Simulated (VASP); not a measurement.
Wanted: the native input for a VASP 6.6.1 run.

```
Task                   : single point
Functional             : PBEsol
Potentials or basis    : VASP PAW PBE potentials, release 64 (Ge_d, Sb, Te)
Cutoff                 : 520 eV
k mesh                 : 12 × 12 × 4
Occupations            : gaussian, width 0.15 eV
Spin                   : no spin polarisation
Dipole correction      : no
Further INCAR settings : ALGO = Normal; EDIFF = 1e-06; NBANDS = 44
```

The structure of Ge2Sb2Te5 lies in POSCAR:

```
Ge2Sb2Te5
1.0
    4.2017341377      0.0000000000      0.0000000000
   -2.1008670688      3.6388085032      0.0000000000
    0.0000000000      0.0000000000     16.2507807014
Ge Sb Te
2 2 5
Direct
    0.0000000000      0.0000000000      0.3381075982
    0.0000000000      0.0000000000      0.6618924018
    0.3333333333      0.6666666667      0.1166940723
    0.6666666667      0.3333333333      0.8833059277
    0.0000000000      0.0000000000      0.0000000000
    0.3333333333      0.6666666667      0.7810582678
    0.6666666667      0.3333333333      0.2189417322
    0.3333333333      0.6666666667      0.4206821615
    0.6666666667      0.3333333333      0.5793178385
```

This cell differs from its parent crystal: strain +0.000 along x and y, -0.050 along z.

The input as run:

INCAR

```
SYSTEM = Ge2Sb2Te5
PREC = Accurate
ENCUT = 520
EDIFF = 1E-6
ISMEAR = 0
SIGMA = 0.15
LREAL = .FALSE.
LASPH = .TRUE.
NELM = 80
ALGO = Normal
ISIF = 2
LWAVE = .FALSE.
LCHARG = .FALSE.
GGA = PS
NBANDS = 44
```

KPOINTS

```
Automatic mesh
0
G
  12 12 4
  0 0 0
```

Potentials or basis: VASP PAW PBE potentials, release 64 (Ge_d, Sb, Te).

Run with:

```sh
$ cat potpaw_PBE.64/Ge_d/POTCAR potpaw_PBE.64/Sb/POTCAR potpaw_PBE.64/Te/POTCAR > POTCAR
$ mpirun -np 1 vasp_std > vasp.out
```

Results of the run:

| Item | Value |
| --- | --- |
| Pressure | 3.3 GPa |
| Largest force | 0.398 eV/Å |
| Band gap on the k mesh | zero (bands 34 and 35 overlap by 0.17 eV) |

Caveat: the cell differs from its parent crystal (strain +0.000 along x and y, -0.050 along z); the cell stands under pressure; the PAW data sets were made with another functional, which shifts forces and pressure a little; spin-orbit coupling is left out, which moves the levels of the heavy elements.

Wall time 26 min on 1 thread of Intel Xeon 8259CL, on a shared host, peak memory 0.8 GiB.
